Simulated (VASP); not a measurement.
# AlAs (F-43m) in VASP: further runs

AlAs is run at these levels: PBEsol, PBE; tasks: vibrations by perturbation theory, G0W0 quasiparticle levels.

Program: VASP 6.6.1. These are calculated values, not measurements. Logs are shortened: lines on timing, memory, paths and dates and some standing lists are left out, and cuts for length are marked.

## Step 1: The cell of the first run

It takes space group F-43m (No. 216, cubic). The conventional cell has a = 5.675 Å, b = 5.675 Å, c = 5.675 Å, α = 90.00°, β = 90.00°, γ = 90.00°. Al (site symmetry -43m) has 4 As at 2.46 Å within 3.2 Å. As (site symmetry -43m) has 4 Al at 2.46 Å within 3.2 Å.

## Step 2: Vibrations by perturbation theory, PBEsol

Contents of INCAR:

```
PREC = Accurate
ENCUT = 500
EDIFF = 1E-8
ISMEAR = 0
SIGMA = 0.01
LREAL = False
LASPH = True
NELM = 120
ALGO = Normal
ISIF = 2
LWAVE = False
LCHARG = False
GGA = PS
NBANDS = 11
IBRION = 8
NSW = 1
LEPSILON = True
GGA_COMPAT = False
```

Contents of KPOINTS:

```
regular mesh
0
Gamma
  6 6 6
```

Contents of POSCAR:

```
AlAs
1.0
    0.0000000000      2.8373064012      2.8373064012
    2.8373064012      0.0000000000      2.8373064012
    2.8373064012      2.8373064012      0.0000000000
Al As
1 1
Direct
    0.0000000000      0.0000000000      0.0000000000
    0.2500000000      0.2500000000      0.2500000000
```

Potentials or basis: VASP PAW PBE potentials, release 64 (Al, As).

Launch:

```bash
> cat potpaw_PBE.64/Al/POTCAR potpaw_PBE.64/As/POTCAR > POTCAR
> mpirun -np 1 vasp_std > vasp.out
```

OUTCAR:

```text
PREC = Accurate
   ENCUT = 500
   EDIFF = 1E-8
   ISMEAR = 0
   LREAL = False
   LASPH = True
   NELM = 120
   ISIF = 2
   GGA = PS
   IBRION = 8
   NSW = 1
   LEPSILON = True

 ion  position               nearest neighbor table
   1  0.000  0.000  0.000-   2 2.46   2 2.46   2 2.46   2 2.46
   2  0.250  0.250  0.250-   1 2.46   1 2.46   1 2.46   1 2.46

  LATTYP: Found a face centered cubic cell.
 ALAT       =     5.6746128024

  Lattice vectors:

 A1 = (   0.0000000000,   2.8373064012,   2.8373064012)
 A2 = (   2.8373064012,   0.0000000000,   2.8373064012)
 A3 = (   2.8373064012,   2.8373064012,   0.0000000000)

Analysis of symmetry for initial positions (statically):
=====================================================================
 Subroutine PRICEL returns:
 Original cell was already a primitive cell.

 Routine SETGRP: Setting up the symmetry group for a
 face centered cubic supercell.

 Subroutine GETGRP returns: Found 24 space group operations
 (whereof 24 operations were pure point group operations)
 out of a pool of 48 trial point group operations.

The static configuration has the point symmetry T_d .

Analysis of symmetry for dynamics (positions and initial velocities):
=====================================================================
 Subroutine PRICEL returns:
 Original cell was already a primitive cell.

 Routine SETGRP: Setting up the symmetry group for a
 face centered cubic supercell.

 Subroutine GETGRP returns: Found 24 space group operations
 (whereof 24 operations were pure point group operations)
 out of a pool of 48 trial point group operations.

The dynamic configuration has the point symmetry T_d .

 Subroutine INISYM returns: Found 24 space group operations
 (whereof 24 operations are pure point group operations),
 and found     1 'primitive' translations

----------------------------------------------------------------------------------------

                                     Primitive cell

[... 445 lines left out ...]
 ------------------------------------------------------
          11.390215     0.000000     0.000000
           0.000000    11.390215     0.000000
          -0.000000     0.000000    11.390215
 ------------------------------------------------------

 PIEZOELECTRIC TENSOR (including local field effects)  for field in x, y, z        (e  Angst)
          XX          YY          ZZ          XY          YZ          ZX
  --------------------------------------------------------------------------------
  x     0.00000    -0.00000    -0.00000     0.00000    -1.97885     0.00000
  y     0.00000     0.00000    -0.00000     0.00000     0.00000    -1.97885
  z    -0.00000    -0.00000     0.00000    -1.97885    -0.00000    -0.00000

 PIEZOELECTRIC TENSOR (including local field effects)  for field in x, y, z        (C/m^2)
          XX          YY          ZZ          XY          YZ          ZX
  --------------------------------------------------------------------------------
  x     0.00000    -0.00000    -0.00000     0.00000    -0.69402     0.00000
  y     0.00000     0.00000    -0.00000     0.00000     0.00000    -0.69402
  z    -0.00000    -0.00000     0.00000    -0.69402    -0.00000    -0.00000

 BORN EFFECTIVE CHARGES (including local field effects) (in |e|, cummulative output)
 ---------------------------------------------------------------------------------
 ion    1
    1     2.25644    -0.00000     0.00000
    2     0.00000     2.25644     0.00000
    3    -0.00000    -0.00000     2.25644
 ion    2
    1    -2.25644     0.00000    -0.00000
    2     0.00000    -2.25644     0.00000
    3     0.00000     0.00000    -2.25644

 INTERNAL STRAIN TENSOR FOR ION    2 for displacements in x,y,z  (eV/Angst):
          X           Y           Z          XY          YZ          ZX
  --------------------------------------------------------------------------------
  x     0.00000     0.00000     0.00000     0.00000    -7.78997     0.00000
  y     0.00000     0.00000     0.00000     0.00000     0.00000    -7.78997
  z     0.00000     0.00000     0.00000    -7.78997     0.00000     0.00000

 SECOND DERIVATIVES (NOT SYMMETRIZED)
 ------------------------------------
               1X          1Y          1Z          2X          2Y          2Z
  1X    -9.198390    0.000000    0.000000    9.198390    0.000000    0.000000
  1Y     0.000000   -9.198390    0.000000    0.000000    9.198390    0.000000
  1Z     0.000000    0.000000   -9.198390    0.000000    0.000000    9.198390
  2X     9.198702    0.000000    0.000000   -9.198702    0.000000    0.000000
  2Y     0.000000    9.198702    0.000000    0.000000   -9.198702    0.000000
  2Z     0.000000    0.000000    9.198702    0.000000    0.000000   -9.198702

 Eigenvectors and eigenvalues of the dynamical matrix
 ----------------------------------------------------

   1 f  =   10.645557 THz    66.888004 2PiTHz  355.097543 cm-1    44.026464 meV
             X         Y         Z           dx          dy          dz
      0.000000  0.000000  0.000000     0.606309    0.606309    0.000000
      1.418653  1.418653  1.418653    -0.363853   -0.363853    0.000000
[... 21 lines left out ...]
   6 f/i=    0.000080 THz     0.000500 2PiTHz    0.002654 cm-1     0.000329 meV
             X         Y         Z           dx          dy          dz
      0.000000  0.000000  0.000000     0.000000    0.000000   -0.514566
      1.418653  1.418653  1.418653     0.000000    0.000000   -0.857451

--------------------------------------------------------------------------------------------------------

 MACROSCOPIC STATIC DIELECTRIC TENSOR IONIC CONTRIBUTION
 ------------------------------------------------------
           2.192533    -0.000000     0.000000
          -0.000000     2.192533    -0.000000
           0.000000    -0.000000     2.192533
 ------------------------------------------------------

 ELASTIC MODULI CONTR FROM IONIC RELAXATION (kBar)
 Direction    XX          YY          ZZ          XY          YZ          ZX
 --------------------------------------------------------------------------------
 XX          -0.0000     -0.0000      0.0000      0.0000     -0.0000     -0.0000
 YY          -0.0000     -0.0000     -0.0000      0.0000      0.0000     -0.0000
 ZZ           0.0000     -0.0000     -0.0000     -0.0000     -0.0000     -0.0000
 XY           0.0000      0.0000     -0.0000   -228.2739     -0.0000      0.0000
 YZ          -0.0000      0.0000     -0.0000     -0.0000   -228.2739      0.0000
 ZX          -0.0000     -0.0000     -0.0000      0.0000      0.0000   -228.2739
 --------------------------------------------------------------------------------

 PIEZOELECTRIC TENSOR IONIC CONTR  for field in x, y, z        (C/m^2)
          XX          YY          ZZ          XY          YZ          ZX
  --------------------------------------------------------------------------------
  x     0.00000    -0.00000     0.00000     0.00000     0.66569    -0.00000
  y     0.00000     0.00000     0.00000    -0.00000    -0.00000     0.66569
  z    -0.00000    -0.00000     0.00000     0.66569     0.00000    -0.00000
```

OSZICAR:

```text
N       E                     dE             d eps       ncg     rms          rms(c)
DAV:   1     0.123775171553E+02    0.12378E+02   -0.32022E+03   352   0.550E+02
DAV:   2    -0.954014817092E+01   -0.21918E+02   -0.21399E+02   468   0.841E+01
DAV:   3    -0.103178724204E+02   -0.77772E+00   -0.77665E+00   445   0.165E+01
[... 150 lines left out ...]
RMM:   6    -0.456109495336E-01    0.42490E-05    0.50168E-07  1788   0.905E-04    0.123E-03
RMM:   7    -0.456077991644E-01    0.31504E-05    0.16289E-07  1746   0.493E-04    0.137E-04
RMM:   8    -0.456076658092E-01    0.13336E-06    0.73485E-08  1804   0.106E-04    0.347E-05
RMM:   9    -0.456077496936E-01   -0.83884E-07    0.22080E-09  1795   0.325E-05    0.572E-06
RMM:  10    -0.456077613036E-01   -0.11610E-07    0.40275E-09  1853   0.508E-06    0.339E-06
RMM:  11    -0.456077658243E-01   -0.45207E-08    0.96834E-09  1639   0.194E-06    0.903E-07
 Linear response finished
```

It took 1.7 min on 1 thread of Intel Xeon 6975P-C (Granite Rapids), shared host; peak memory 0.22 GiB.

Results:

| Item | Value |
| --- | --- |
| Electronic dielectric tensor (diagonal) | 11.39 |
| Born charges (mean of the diagonal) | Al +2.26; As -2.26 e |
| Highest phonon frequency at Γ, LO-TO splitting left out | 355 cm⁻¹ |

Phonon frequencies in cm⁻¹ (negative: imaginary):
```tsv
q point	frequencies
(0.000, 0.000, 0.000)	0 0 0 355 355 355
```

Electronic dielectric tensor:
```
11.39  0.00  0.00
 0.00 11.39  0.00
 0.00  0.00 11.39
```

Born effective charge tensors (e):
atom 1, Al
```
2.26 0.00 0.00
0.00 2.26 0.00
0.00 0.00 2.26
```
atom 2, As
```
-2.26  0.00  0.00
 0.00 -2.26  0.00
 0.00  0.00 -2.26
```

## Step 3: G0W0 quasiparticle levels, PBE

Contents of POSCAR:

```
AlAs
1.0
    0.0000000000      2.8389245968      2.8389245968
    2.8389245968      0.0000000000      2.8389245968
    2.8389245968      2.8389245968      0.0000000000
Al As
1 1
Direct
    0.0000000000      0.0000000000      0.0000000000
    0.2500000000      0.2500000000      0.2500000000
```

Contents of INCAR.step1:

```
SYSTEM = AlAs
PREC     = Accurate       ! precision mode
ENCUT    = 500            ! plane-wave cutoff, eV
EDIFF    = 1E-8           ! SCF threshold, eV
ISMEAR   = 0              ! smearing method
SIGMA    = 0.01           ! smearing width, eV
LREAL    = .False.        ! projectors in reciprocal space
LASPH    = .True.         ! aspherical terms in the spheres
NELM     = 80             ! most SCF steps
ALGO     = Normal         ! electronic algorithm
LWAVE    = .True.         ! write WAVECAR
LCHARG   = .False.        ! write CHGCAR
GGA      = PE             ! functional
```

Contents of INCAR.step2:

```
SYSTEM = AlAs
PREC     = Accurate       ! precision mode
ENCUT    = 500            ! plane-wave cutoff, eV
EDIFF    = 1E-8           ! SCF threshold, eV
ISMEAR   = 0              ! smearing method
SIGMA    = 0.01           ! smearing width, eV
LREAL    = .False.        ! projectors in reciprocal space
LASPH    = .True.         ! aspherical terms in the spheres
NELM     = 1              ! most SCF steps
ALGO     = Exact          ! electronic algorithm
LWAVE    = .True.         ! write WAVECAR
LCHARG   = .False.        ! write CHGCAR
GGA      = PE             ! functional
NBANDS   = 140            ! bands
LOPTICS  = .True.         ! frequency-dependent dielectric function
ISTART   = 1
```

Contents of INCAR.step3:

```
SYSTEM = AlAs
PREC     = Accurate       ! precision mode
ENCUT    = 500            ! plane-wave cutoff, eV
EDIFF    = 1E-8           ! SCF threshold, eV
ISMEAR   = 0              ! smearing method
SIGMA    = 0.01           ! smearing width, eV
LREAL    = .False.        ! projectors in reciprocal space
LASPH    = .True.         ! aspherical terms in the spheres
ALGO     = EVGW0          ! electronic algorithm
LWAVE    = .False.        ! write WAVECAR
LCHARG   = .False.        ! write CHGCAR
GGA      = PE             ! functional
NELMGW   = 1            
NBANDS   = 140            ! bands
ENCUTGW  = 120.0          ! cutoff of the response function
NOMEGA   = 48             ! frequency points
PRECFOCK = Fast         
ISTART   = 1            
NBANDSGW = 12
```

Contents of KPOINTS:

```
regular mesh
0
Gamma
  4 4 4
  0 0 0
```

Potentials or basis: VASP PAW PBE potentials, release 64 (Al_GW, As_GW).

Launch:

```bash
> cat potpaw_PBE.64/Al_GW/POTCAR potpaw_PBE.64/As_GW/POTCAR > POTCAR
> cp INCAR.step1 INCAR
> mpirun -np 1 vasp_std > vasp.out
> cp INCAR.step2 INCAR
> mpirun -np 1 vasp_std > vasp.out
> cp INCAR.step3 INCAR
> mpirun -np 1 vasp_std > vasp.out
```

OUTCAR:

```text
SYSTEM = AlAs
   PREC = Accurate
   ENCUT = 500
   EDIFF = 1E-8
   ISMEAR = 0
   LREAL = .False.
   LASPH = .True.
   GGA = PE
   NELMGW = 1
   ENCUTGW = 120.0
   PRECFOCK = Fast
   ISTART = 1

 ion  position               nearest neighbor table
   1  0.000  0.000  0.000-   2 2.46   2 2.46   2 2.46   2 2.46
   2  0.250  0.250  0.250-   1 2.46   1 2.46   1 2.46   1 2.46

  LATTYP: Found a face centered cubic cell.
 ALAT       =     5.6778491936

  Lattice vectors:

 A1 = (   0.0000000000,   2.8389245968,   2.8389245968)
 A2 = (   2.8389245968,   0.0000000000,   2.8389245968)
 A3 = (   2.8389245968,   2.8389245968,   0.0000000000)

Analysis of symmetry for initial positions (statically):
=====================================================================
 Subroutine PRICEL returns:
 Original cell was already a primitive cell.

 Routine SETGRP: Setting up the symmetry group for a
 face centered cubic supercell.

 Subroutine GETGRP returns: Found 24 space group operations
 (whereof 24 operations were pure point group operations)
 out of a pool of 48 trial point group operations.

The static configuration has the point symmetry T_d .

Analysis of symmetry for dynamics (positions and initial velocities):
=====================================================================
 Subroutine PRICEL returns:
 Original cell was already a primitive cell.

 Routine SETGRP: Setting up the symmetry group for a
 face centered cubic supercell.

 Subroutine GETGRP returns: Found 24 space group operations
[... 104 lines left out ...]
   IMIX   =      4    mixing-type and parameters
     AMIX     =   0.40;   BMIX     =  1.00
     AMIX_MAG =   1.60;   BMIX_MAG =  1.00
  volume/ion in A,a.u.               =      22.88       154.40
  Fermi-wavevector in a.u.,A,eV,Ry     =   0.915393  1.729842 11.400928  0.837945
  Thomas-Fermi vector in A             =   2.040129
   LORBIT       =      0    0 simple, 1 ext, 2 COOP (PROOUT), +10 PAW based schemes
   GGA     = PE    functional components
   LHFCALC =     T    Hartree Fock is set to
   PRECFOCK=fast      Normal, Fast or Accurate (Low or Medium for compatibility)
   ENCUT4O =  -1.0   cutoff for four orbital integrals eV
   NKREDX  =     1    reduce k-point grid by
   NKREDY  =     1    reduce k-point grid by
   NKREDZ  =     1    reduce k-point grid by
   AEXX    =    1.0000 exact exchange contribution
   HFSCREEN=    0.0000 screening length (either q_TF or 0.3 A-1)
   HFSCREENC=   0.0000 screening length for correlation (either q_TF or 0.3 A-1)
   ENCUTFOCK=  -1.0 apply spherical cutoff to Coloumb kernel
   IVDW    =     0    specifies the selected vdW correction
   LEPSILON=     F    determine dielectric tensor
   LRPA    =     F    only Hartree local field effects (RPA)
   LRPAFORCE           =     F    calculate RPA forces
   ENCUTGW             = 120.0    cutoff for response function in eV
   ENCUTGWSOFT         =  96.0    soft cutoff for Coulomb kernel in GW response function in eV
   ENCUTLF             =  -1.0    cutoff for local field effects
   NELMGW              =     1    number of iterations in solving QP/BSE equation
   NELMHF              =     1    number of iterations in the inner HF iteration
   NKREDLFX            =     1    NKREDLFY  =   1   NKREDLFZ  =   1
 non-spin polarized calculation
 Gauss-broadening in eV      SIGMA  =   0.01
  energy-cutoff  :      500.00
  volume of cell :       45.76
 maximum number of plane-waves:      1211
 NGX is ok and might be reduce to    30
  NGX = 18; NGY = 18; NGZ = 18
   NGX = 15   NGY = 15   NGZ = 15
 maximum number of plane-waves:       144
 NGX is ok and might be reduce to    18

 QP shifts <psi_nk| G(iteration)W_0 |psi_nk>: iteration 1
 for sc-GW calculations column KS-energies equals QP-energies in previous step
 and V_xc(KS)=  KS-energies - (<T + V_ion + V_H > + <T+V_H+V_ion>^1  + <V_x>^1)

 k-point   1 :       0.0000    0.0000    0.0000
  band No.  KS-energies  QP-energies   sigma(KS)   V_xc(KS)     V^pw_x(r,r')   Z            occupation Imag(sigma)

      1      -8.4252      -8.9385     -11.6707     -10.8841     -17.8607       0.6525       2.0000       1.1262
      2       3.3925       2.8216     -12.0060     -11.2621     -13.2745       0.7676       2.0000       0.0724
      3       3.3925       2.8216     -12.0060     -11.2621     -13.2745       0.7676       2.0000       0.0724
      4       3.3925       2.8216     -12.0060     -11.2621     -13.2745       0.7676       2.0000       0.0724
      5       5.3615       5.7812      -9.3775      -9.9240      -5.5249       0.7681       0.0000      -0.0751
      6       7.6357       7.8053      -8.8965      -9.1224      -4.5399       0.7509       0.0000      -0.1042
      7       7.6357       7.8053      -8.8965      -9.1224      -4.5399       0.7509       0.0000      -0.1042
      8       7.6357       7.8053      -8.8965      -9.1224      -4.5399       0.7509       0.0000      -0.1042
      9      12.1957      12.1385      -7.5576      -7.4819      -2.2319       0.7549       0.0000      -0.2977
     10      12.3605      12.4860      -8.8844      -9.0539      -3.6563       0.7404       0.0000      -0.2387
     11      12.3605      12.4860      -8.8844      -9.0539      -3.6563       0.7404       0.0000      -0.2387
     12      14.7719      14.6704      -7.7242      -7.5885      -1.9939       0.7482       0.0000      -0.5410
[... 100 lines left out ...]
      1      -6.4398      -6.8419     -12.4099     -11.8317     -17.8557       0.6956       2.0000       0.8419
      2      -1.6946      -2.3391     -10.9181      -9.9975     -14.0219       0.7000       2.0000       0.2330
      3       0.2371      -0.4690     -10.8161      -9.8523     -12.9547       0.7325       2.0000       0.1212
      4       0.5830      -0.0989     -10.6922      -9.7709     -12.5957       0.7401       2.0000       0.1022
      5       7.7030       7.7202      -8.7901      -8.8128      -4.6139       0.7600       0.0000      -0.1035
      6       8.9720       9.2632      -9.6181     -10.0075      -4.9675       0.7479       0.0000      -0.1387
      7       9.0338       9.2287      -8.6404      -8.9020      -3.7180       0.7451       0.0000      -0.1618
      8       9.4169       9.4347      -8.5421      -8.5656      -3.9298       0.7562       0.0000      -0.1369
      9      13.9188      14.0598      -9.4520      -9.6471      -3.3382       0.7224       0.0000      -0.5045
     10      15.5963      15.7736      -9.8368     -10.0783      -3.7350       0.7342       0.0000      -0.5715
     11      15.9054      16.0278      -9.1774      -9.3434      -2.9808       0.7376       0.0000      -0.6542
     12      17.2066      17.4075      -9.4183      -9.6907      -3.2176       0.7376       0.0000      -0.6911
```

OUTCAR.step2:

```text
SYSTEM = AlAs
   PREC = Accurate
   ENCUT = 500
   EDIFF = 1E-8
[... 690 lines left out ...]
  --------------------------------------------------------------------------------------------------------------
     0.00000    16.49492    16.49492    16.49492     0.00000     0.00000     0.00000
     1.48362    21.90895    21.90895    21.90895     0.00000     0.00000     0.00000
     2.96724    14.79679    14.79679    14.79679    -0.00000     0.00000     0.00000
     4.45087   -33.30485   -33.30485   -33.30485     0.00000    -0.00000    -0.00000
     5.93449   -10.44670   -10.44670   -10.44670     0.00000    -0.00000    -0.00000
     7.41811    -1.91955    -1.91955    -1.91955    -0.00000    -0.00000     0.00000
[... 92 lines left out ...]
   145.39500     0.98601     0.98601     0.98601    -0.00000    -0.00000    -0.00000
   146.87862     0.98630     0.98630     0.98630    -0.00000    -0.00000    -0.00000
```

Wall time 4.5 min (1 thread of Intel Xeon 8259CL, shared host); peak memory 0.48 GiB.

Results:

```
Band gap on the k mesh, mean-field level : 1.43 eV, indirect (least direct gap 1.97 eV)
Quasiparticle gap                        : 1.98 eV
Least direct quasiparticle gap           : 2.96 eV
```

Caveat: the k points lie up to 0.48 Å⁻¹ apart; bands, screening cutoff and mesh are small and nothing is extrapolated, so the quasiparticle values aren't converged. A k mesh can miss the band edges.
